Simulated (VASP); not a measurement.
# ZnS (wurtzite type) (P6_3mc) in VASP: further runs, part 2 of 2

VASP 6.6.1. Earlier steps stand in the parts before.

### Step 3. Single point, PBE

Contents of INCAR:

```
ALGO = Normal ; EDIFF = 1E-7
ENCUT = 520 ; GGA = PE
ISIF = 2 ; ISMEAR = -1
LASPH = True ; LCHARG = False
LREAL = False ; LWAVE = False
NBANDS = 26 ; NELM = 80
PREC = Accurate ; SIGMA = 0.1
```

Contents of KPOINTS:

```
k-points
0
Gamma
  10 10 6
```

Contents of POSCAR:

```
ZnS
1.0
    3.4656038155      0.0000000000      0.0000000000
   -1.7328019077      3.0013009437      0.0000000000
    0.0000000000      0.0000000000      5.8304380359
Zn S
2 2
Direct
    0.3333333333      0.6666666667      0.0047921667
    0.6666666667      0.3333333333      0.5047921667
    0.3333333333      0.6666666667      0.3712078333
    0.6666666667      0.3333333333      0.8712078333
```

Potentials or basis: VASP PAW PBE potentials, release 64 (Zn, S).

The run is started by

```
cat potpaw_PBE.64/Zn/POTCAR potpaw_PBE.64/S/POTCAR > POTCAR
mpirun -np 1 vasp_std > vasp.out
```

OUTCAR:

```text
EDIFF = 1E-7
   ENCUT = 520
   GGA = PE
   ISIF = 2
   ISMEAR = -1
   LASPH = True
   LREAL = False
   NELM = 80
   PREC = Accurate

 ion  position               nearest neighbor table
   1  0.333  0.667  0.005-   3 2.14   4 2.15   4 2.15   4 2.15
   2  0.667  0.333  0.505-   4 2.14   3 2.15   3 2.15   3 2.15
   3  0.333  0.667  0.371-   1 2.14   2 2.15   2 2.15   2 2.15
   4  0.667  0.333  0.871-   2 2.14   1 2.15   1 2.15   1 2.15

  LATTYP: Found a hexagonal cell.
 ALAT       =     3.4656038155
 C/A-ratio  =     1.6823729273

  Lattice vectors:

 A1 = (   3.4656038155,   0.0000000000,   0.0000000000)
 A2 = (  -1.7328019077,   3.0013009437,   0.0000000000)
 A3 = (   0.0000000000,   0.0000000000,   5.8304380359)

Analysis of symmetry for initial positions (statically):
=====================================================================
 Subroutine PRICEL returns:
 Original cell was already a primitive cell.

 Routine SETGRP: Setting up the symmetry group for a
 hexagonal supercell.

 Subroutine GETGRP returns: Found 12 space group operations
 (whereof  6 operations were pure point group operations)
 out of a pool of 24 trial point group operations.

The static configuration has the point symmetry C_3v.
 The point group associated with its full space group is C_6v.

Analysis of symmetry for dynamics (positions and initial velocities):
=====================================================================
 Subroutine PRICEL returns:
 Original cell was already a primitive cell.

 Routine SETGRP: Setting up the symmetry group for a
 hexagonal supercell.

 Subroutine GETGRP returns: Found 12 space group operations
 (whereof  6 operations were pure point group operations)
 out of a pool of 24 trial point group operations.

The dynamic configuration has the point symmetry C_3v.
[... 120 lines left out ...]
   EFERMI_NEDOS =   21; number of points for ismear=-14 and -15
   IALGO  =     38    algorithm
   IMIX   =      4    mixing-type and parameters
     AMIX     =   0.40;   BMIX     =  1.00
     AMIX_MAG =   1.60;   BMIX_MAG =  1.00
  volume/ion in A,a.u.               =      15.16       102.31
  Fermi-wavevector in a.u.,A,eV,Ry     =   1.375875  2.600028 25.756281  1.893033
  Thomas-Fermi vector in A             =   2.501171
   LORBIT       =      0    0 simple, 1 ext, 2 COOP (PROOUT), +10 PAW based schemes
   GGA     = PE    functional components
   LHFCALC =     F    Hartree Fock is set to
   AEXX    =    0.0000 exact exchange contribution
   IVDW    =     0    specifies the selected vdW correction
   LEPSILON=     F    determine dielectric tensor
   LRPA    =     F    only Hartree local field effects (RPA)
 non-spin polarized calculation
  energy-cutoff  :      520.00
  volume of cell :       60.64
 maximum number of plane-waves:      1655
 NGX is ok and might be reduce to    28
   NGX = 13   NGY = 13   NGZ = 21

 number of electron      36.0000017 magnetization

 Free energy of the ion-electron system (eV)
  ---------------------------------------------------
  ext. energy  EPLUGINS =         0.00000000
  ---------------------------------------------------
  free energy    TOTEN  =       -11.86229981 eV

  energy without entropy =      -11.86229978  energy(sigma->0) =      -11.86229980

 E-fermi :   6.5325     XC(G=0): -10.9274

 val. band max:        5.0656414996   @ k =   0.0000   0.0000   0.0000
 cond. band min:       8.0938721162   @ k =   0.5000   0.0000   0.3333
 fundamental gap:      3.0282306165
 Fermi energy:         6.5324855643

 k-point     1 :       0.0000    0.0000    0.0000
  band No.  band energies     occupation
      1     -10.3828      2.00000
      2      -8.9420      2.00000
      3      -2.8618      2.00000
      4      -2.7536      2.00000
      5      -2.7536      2.00000
      6      -2.6137      2.00000
[... 685 lines left out ...]
     25      15.3618      0.00000
     26      16.6187      0.00000

 [... further k-points ...]

------------------------ aborting loop because EDIFF is reached ----------------------------------------

  FORCE on cell =-STRESS in cart. coord.  units (eV):
  Direction    XX          YY          ZZ          XY          YZ          ZX
  --------------------------------------------------------------------------------------
  -------------------------------------------------------------------------------------
  Total       14.1417074     14.1417074     14.1518409      0.0000000      0.0000000      0.0000000
  in kB      373.6136964    373.6136964    373.8814157      0.0000000      0.0000000      0.0000000
  external PRESSURE =     373.7029362 kB  Pullay stress =       0.0000000 kB

 VOLUME and BASIS-vectors are now :
 -----------------------------------------------------------------------------
  energy-cutoff  :      520.00
  volume of cell :       60.64
      direct lattice vectors                 reciprocal lattice vectors
     3.465603816  0.000000000  0.000000000     0.288550005  0.166594423  0.000000000
    -1.732801908  3.001300944  0.000000000     0.000000000  0.333188847  0.000000000
     0.000000000  0.000000000  5.830438036     0.000000000  0.000000000  0.171513700

 POSITION                                       TOTAL-FORCE (eV/Angst)
 -----------------------------------------------------------------------------------
     -0.00000      2.00087      0.02794        -0.000000      0.000000      0.000585
      1.73280      1.00043      2.94316         0.000000     -0.000000      0.000585
     -0.00000      2.00087      2.16430         0.000000      0.000000     -0.000585
      1.73280      1.00043      5.07952        -0.000000      0.000000     -0.000585
 -----------------------------------------------------------------------------------
    total drift:                               -0.000000     -0.000000      0.000838

  FREE ENERGIE OF THE ION-ELECTRON SYSTEM (eV)
  ---------------------------------------------------
  free  energy   TOTEN  =       -11.8622998120 eV

  energy  without entropy=      -11.8622997784  energy(sigma->0) =      -11.86229980
```

OSZICAR:

```text
N       E                     dE             d eps       ncg     rms          rms(c)
DAV:   1     0.255578441145E+03    0.25558E+03   -0.17340E+04  2912   0.182E+03
DAV:   2     0.120445528212E+02   -0.24353E+03   -0.23236E+03  2970   0.373E+02
DAV:   3    -0.123015002358E+02   -0.24346E+02   -0.24099E+02  3480   0.116E+02
DAV:   4    -0.128805276300E+02   -0.57903E+00   -0.57799E+00  3400   0.177E+01
DAV:   5    -0.128886450533E+02   -0.81174E-02   -0.81147E-02  3520   0.216E+00    0.163E+01
DAV:   6    -0.118954494992E+02    0.99320E+00   -0.19489E+00  3858   0.458E+01    0.119E+01
DAV:   7    -0.118878626637E+02    0.75868E-02   -0.21624E+00  3072   0.982E+00    0.438E+00
DAV:   8    -0.118698386587E+02    0.18024E-01   -0.53330E-02  3426   0.196E+00    0.148E+00
DAV:   9    -0.118619212284E+02    0.79174E-02   -0.28940E-02  3074   0.961E-01    0.331E-01
DAV:  10    -0.118621471410E+02   -0.22591E-03   -0.18850E-03  3394   0.276E-01    0.256E-01
DAV:  11    -0.118622597291E+02   -0.11259E-03   -0.13102E-04  3556   0.825E-02    0.918E-02
DAV:  12    -0.118622998898E+02   -0.40161E-04   -0.10753E-04  3470   0.114E-01    0.999E-02
DAV:  13    -0.118622999175E+02   -0.27732E-07   -0.16237E-05  3454   0.356E-02    0.520E-02
DAV:  14    -0.118623002219E+02   -0.30441E-06   -0.13523E-06  3090   0.784E-03    0.101E-02
DAV:  15    -0.118622997254E+02    0.49651E-06   -0.62041E-07  3656   0.738E-03    0.134E-02
DAV:  16    -0.118622998120E+02   -0.86606E-07   -0.13333E-07  1750   0.398E-03
   1 F= -.11862300E+02 E0= -.11862300E+02  d E =-.335553E-07
```

Run time: 2.6 min. Hardware: 1 thread of Intel Xeon 8259CL, shared host; peak memory 0.22 GiB.

What came out:

```
Free energy            : -11.8623 eV
Pressure               : 37.4 GPa
Band gap on the k mesh : 3.03 eV (least direct gap 3.30 eV)
```

Caveat: the cell stands under pressure.
